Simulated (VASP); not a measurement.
# Si7C (Pm) in VASP: a series of runs, part 2 of 2

VASP 6.6.1. Earlier steps stand in the parts before.

## 3. Relaxation of cell and atoms, PBE

This run uses another cell than the first one, of 17.90 Å³/atom.

INCAR

```
SYSTEM = Si7C
  ALGO = Fast
  EDIFF = 1E-6
  EDIFFG = -0.015
  ENCUT = 600
  GGA = PE
  IBRION = 2
  ISIF = 3
  ISMEAR = 0
  KPAR = 4
  LASPH = .True.
  LCHARG = .False.
  LREAL = .False.
  LWAVE = .False.
  NELM = 80
  NSW = 80
  PREC = Accurate
  SIGMA = 0.01
```

KPOINTS

```
k-points
0
Gamma
  12 8 8
  0 0 0
```

POSCAR

```
Si7C
1.0
   -1.8419104324     -3.1902824519      0.0000000000
    0.0000000000      0.0000000000     -6.0919454894
    5.5257312973     -3.1902824519      0.0000000000
Si C
7 1
Direct
    0.0000000000      0.9370951193      0.3333333333
    0.0000000000      0.4370951193      0.6666666667
    0.5000000000      0.4370951193      0.1666666667
    0.0000000000      0.5629048807      0.3333333333
    0.5000000000      0.5629048807      0.8333333333
    0.0000000000      0.0629048807      0.6666666667
    0.5000000000      0.0629048807      0.1666666667
    0.5000000000      0.9370951193      0.8333333333
```

Potentials or basis: VASP PAW PBE potentials, release 64 (Si, C).

Run with:

```
> cat potpaw_PBE.64/Si/POTCAR potpaw_PBE.64/C/POTCAR > POTCAR
> mpirun -np 4 vasp_std > vasp.out
```

OUTCAR:

```text
SYSTEM = Si7C
   EDIFF = 1E-6
   EDIFFG = -0.015
   ENCUT = 600
   GGA = PE
   IBRION = 2
   ISIF = 3
   ISMEAR = 0
   LASPH = .True.
   LREAL = .False.
   NELM = 80
   NSW = 80
   PREC = Accurate

 ion  position               nearest neighbor table
   1  0.000  0.937  0.333-   7 2.26   7 2.26   6 2.26   4 2.28
   2  0.000  0.437  0.667-   5 2.26   5 2.26   4 2.26   6 2.28
   3  0.500  0.437  0.167-   4 2.26   4 2.26   5 2.26   7 2.28
   4  0.000  0.563  0.333-   3 2.26   3 2.26   2 2.26   1 2.28
   5  0.500  0.563  0.833-   2 2.26   2 2.26   3 2.26   8 2.28
   6  0.000  0.063  0.667-   8 2.26   8 2.26   1 2.26   2 2.28
   7  0.500  0.063  0.167-   1 2.26   1 2.26   8 2.26   3 2.28
   8  0.500  0.937  0.833-   6 2.26   6 2.26   7 2.26   5 2.28

  LATTYP: Found a simple orthorhombic cell.
 ALAT       =     3.6838208648
 B/A-ratio  =     1.6537029657
 C/A-ratio  =     1.7320508076

  Lattice vectors:

 A1 = (  -1.8419104324,  -3.1902824519,   0.0000000000)
 A2 = (   0.0000000000,   0.0000000000,  -6.0919454894)
 A3 = (   5.5257312973,  -3.1902824519,   0.0000000000)

Analysis of symmetry for initial positions (statically):
=====================================================================
 Subroutine PRICEL returns:
 Original cell was already a primitive cell.

 Routine SETGRP: Setting up the symmetry group for a
 simple orthorhombic supercell.

 Subroutine GETGRP returns: Found  2 space group operations
 (whereof  2 operations were pure point group operations)
 out of a pool of  8 trial point group operations.

The static configuration has the point symmetry C_1h.

Analysis of symmetry for dynamics (positions and initial velocities):
=====================================================================
 Subroutine PRICEL returns:
 Original cell was already a primitive cell.

 Routine SETGRP: Setting up the symmetry group for a
[... 160 lines left out ...]

 number of electron      32.0000000 magnetization

 Free energy of the ion-electron system (eV)
  ---------------------------------------------------
  ext. energy  EPLUGINS =         0.00000000
  ---------------------------------------------------
  free energy    TOTEN  =       -44.08945299 eV

  energy without entropy =      -44.08943821  energy(sigma->0) =      -44.08944560

------------------------ aborting loop because EDIFF is reached ----------------------------------------

  FORCE on cell =-STRESS in cart. coord.  units (eV):
  Direction    XX          YY          ZZ          XY          YZ          ZX
  --------------------------------------------------------------------------------------
  -------------------------------------------------------------------------------------
  Total        2.4316961      2.5684368      2.3390702      0.1184209      0.1053689     -0.1825043
  in kB       27.2086032     28.7386147     26.1721984      1.3250289      1.1789878     -2.0420668
  external PRESSURE =      27.3731388 kB  Pullay stress =       0.0000000 kB
[... 107 lines left out ...]
  FREE ENERGIE OF THE ION-ELECTRON SYSTEM (eV)
  ---------------------------------------------------
  free  energy   TOTEN  =       -45.2573209647 eV

  energy  without entropy=      -45.2572932431  energy(sigma->0) =      -45.25730710

[... ionic steps 4 to 15 ...]

--------------------------------------- Ionic step       16  -------------------------------------------

 number of electron      31.9999999 magnetization

------------------------ aborting loop because EDIFF is reached ----------------------------------------
[... 79 lines left out ...]
--------------------------------------- Ionic step       18  -------------------------------------------

 number of electron      31.9999999 magnetization

 Free energy of the ion-electron system (eV)
  ---------------------------------------------------
  ext. energy  EPLUGINS =         0.00000000
  ---------------------------------------------------
  free energy    TOTEN  =       -45.73089701 eV

  energy without entropy =      -45.73087299  energy(sigma->0) =      -45.73088500

 E-fermi :   6.7573     XC(G=0):  -9.7779

 val. band max:        6.7490403946   @ k =   0.0000   0.1250  -0.1250
 cond. band min:       6.7659413278   @ k =   0.0000   0.1250   0.2500
 fundamental gap:      0.0169009332
 Fermi energy:         6.7572993039

 k-point     1 :       0.0000    0.0000    0.0000
  band No.  band energies     occupation
      1      -7.0744      2.00000
      2      -4.5431      2.00000
      3      -3.4451      2.00000
      4      -2.1898      2.00000
      5      -1.1946      2.00000
      6      -1.1390      2.00000
[... 565 lines left out ...]
     20       9.3324      0.00000
     21       9.4742      0.00000

 [... further k-points ...]

------------------------ aborting loop because EDIFF is reached ----------------------------------------

  FORCE on cell =-STRESS in cart. coord.  units (eV):
  Direction    XX          YY          ZZ          XY          YZ          ZX
  --------------------------------------------------------------------------------------
  -------------------------------------------------------------------------------------
  Total        0.0125593      0.0040705      0.0021167     -0.0073515      0.0021771     -0.0037708
  in kB        0.1434977      0.0465080      0.0241852     -0.0839955      0.0248744     -0.0430840
  external PRESSURE =       0.0713970 kB  Pullay stress =       0.0000000 kB
[... 23 lines left out ...]
  FREE ENERGIE OF THE ION-ELECTRON SYSTEM (eV)
  ---------------------------------------------------
  free  energy   TOTEN  =       -45.7308970122 eV

  energy  without entropy=      -45.7308729925  energy(sigma->0) =      -45.73088500

 reached required accuracy - stopping structural energy minimisation
```

Wall time 25 min (4 MPI ranks of Oxide Virtual Turin-like, shared host); peak memory 0.78 GiB.

What came out:

```yaml
Free_energy: -45.7309 eV
Relaxed_volume: 17.53 Å³/atom
Relaxed_cell: a = 3.640 Å, b = 6.057 Å, c = 6.361 Å, α = 89.58°, β = 90.00°, γ = 90.00°
Space_group_after_relaxing_to_0.1_Å: Pm (No. 6)
Energy_gained_by_relaxing: 205.2 meV/atom
Ionic_steps: 18
Pressure_after_relaxing: 0.0 GPa
Largest_force_after_relaxing: 0.012 eV/Å
Band_gap_on_the_k_mesh: zero (bands 16 and 17 overlap by 0.29 eV)
```

Forces on the atoms (eV/Å):
```
Si  -0.003  0.002 -0.003
Si   0.003 -0.002 -0.001
Si   0.007 -0.004  0.002
Si   0.005 -0.003 -0.003
Si   0.007 -0.004  0.006
Si  -0.002  0.001 -0.004
Si  -0.006  0.004  0.004
C   -0.010  0.006  0.001
```

The path:
| step | energy change (eV) | largest force (eV/Å) | pressure (GPa) | volume (Å³) |
| --- | --- | --- | --- | --- |
| 1 | 0.0000 | 3.7980 | 2.74 | 143.19 |
| 2 | -1.0943 | 1.4999 | -4.55 | 149.62 |
| 3 | -1.1679 | 0.9427 | -6.17 | 151.69 |
| 4 | -1.5190 | 1.0652 | 1.87 | 138.21 |
| 5 | -1.5467 | 0.9732 | -0.12 | 140.84 |
| 6 | -1.6153 | 0.2698 | 0.29 | 139.99 |
| 7 | -1.6178 | 0.2347 | 0.40 | 139.79 |
| 8 | -1.6275 | 0.2707 | -0.27 | 140.60 |
| 9 | -1.6275 | 0.2760 | -0.30 | 140.63 |
| 10 | -1.6356 | 0.1552 | -0.15 | 140.40 |
| 11 | -1.6376 | 0.1448 | -0.02 | 140.21 |
| 12 | -1.6404 | 0.0848 | 0.12 | 140.02 |
| 13 | -1.6404 | 0.0802 | 0.11 | 140.04 |
| 14 | -1.6412 | 0.0372 | -0.05 | 140.27 |
| 15 | -1.6412 | 0.0374 | -0.05 | 140.26 |
| 16 | -1.6414 | 0.0299 | 0.03 | 140.19 |
| 17 | -1.6414 | 0.0167 | 0.01 | 140.21 |
| 18 | -1.6414 | 0.0119 | 0.01 | 140.23 |

Final structure:
```yaml
crystal:
  lattice:
    - [-1.82004, -3.15241, 0.00000]
    - [0.01938, -0.01119, -6.05660]
    - [5.50840, -3.18027, -0.02350]
  atoms:
    - { symbol: Si, position: [0.00000, 0.93303, 0.33330] }
    - { symbol: Si, position: [0.00000, 0.44131, 0.68455] }
    - { symbol: Si, position: [0.50000, 0.43109, 0.15085] }
    - { symbol: Si, position: [0.00000, 0.54658, 0.33743] }
    - { symbol: Si, position: [0.50000, 0.61845, 0.83331] }
    - { symbol: Si, position: [0.00000, 0.04443, 0.70238] }
    - { symbol: Si, position: [0.50000, 0.04507, 0.12412] }
    - { symbol: C, position: [0.50000, 0.94004, 0.83406] }
```

Levels at points of the mesh, in eV from the Fermi level:
```tsv
k point	band 14	band 15	band 16	band 17	band 18	band 19
(0.00, 0.00, 0.00)	-0.89	-0.45	0.05	0.42	1.05	2.29
(0.50, 0.00, 0.00)	-3.12	-2.77	-2.62	1.08	1.38	3.08
(0.00, 0.50, 0.00)	-0.86	-0.49	-0.30	-0.15	1.20	1.65
(0.50, 0.50, 0.00)	-2.36	-2.16	-1.93	1.18	1.87	2.19
(0.00, 0.00, 0.50)	-1.35	-1.01	-0.15	0.35	1.33	2.62
(0.50, 0.00, 0.50)	-3.05	-1.50	-1.48	0.12	0.41	2.21
(0.00, 0.50, 0.50)	-1.48	-1.34	-1.14	0.49	1.68	1.79
(0.50, 0.50, 0.50)	-2.28	-2.12	-1.99	0.42	0.74	1.12
```

Caveat: semilocal functionals underestimate gaps, and a narrow one can read as zero.

The gap in the log of VASP goes by the Fermi energy; the results here count the filled bands.